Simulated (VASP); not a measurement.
Set up this calculation in VASP 6.6.1, as the native input.

```yaml
Task: single point
Functional: LDA
Potentials_or_basis: VASP PAW LDA potentials, release 64 (Zn)
Cutoff: 520 eV
k_mesh: 22 × 22 × 22
Occupations: gaussian, width 0.15 eV
Spin: no spin polarisation
Dipole_correction: no
Further_INCAR_settings: ALGO = Fast; EDIFF = 1e-06; NBANDS = 12
```

The structure of Zn lies in POSCAR:

```
Zn
1.0
   -1.7493022949      1.5513718676      1.5513718676
    1.5513718676     -1.7493022949      1.5513718676
    1.5513718676      1.5513718676     -1.7493022949
Zn
1
Direct
    0.0000000000      0.0000000000      0.0000000000
```

These files were run (other wordings do the same):

INCAR

```
SYSTEM = Zn
  PREC = Accurate
  ENCUT = 520
  EDIFF = 1E-6
  ISMEAR = 0
  SIGMA = 0.15
  LREAL = .False.
  LASPH = .True.
  NELM = 100
  ALGO = Fast
  ISIF = 2
  LWAVE = .False.
  LCHARG = .False.
  NBANDS = 12
```

KPOINTS

```
regular mesh
0
Gamma
  22 22 22
  0 0 0
```

Potentials or basis: VASP PAW LDA potentials, release 64 (Zn).

Command:

```console
$ cat potpaw_LDA.64/Zn/POTCAR > POTCAR
$ mpirun -np 1 vasp_std > vasp.out
```

It gave:

```
Pressure               : 0.2 GPa
Band gap on the k mesh : zero (band 6 reaches 6.53 eV, above the bottom of band 7 at 0.87 eV)
```

Wall time 54 s on 1 thread of Intel(R) Xeon(R) 6975P-C (Granite Rapids), on a shared host, peak memory 0.27 GiB.
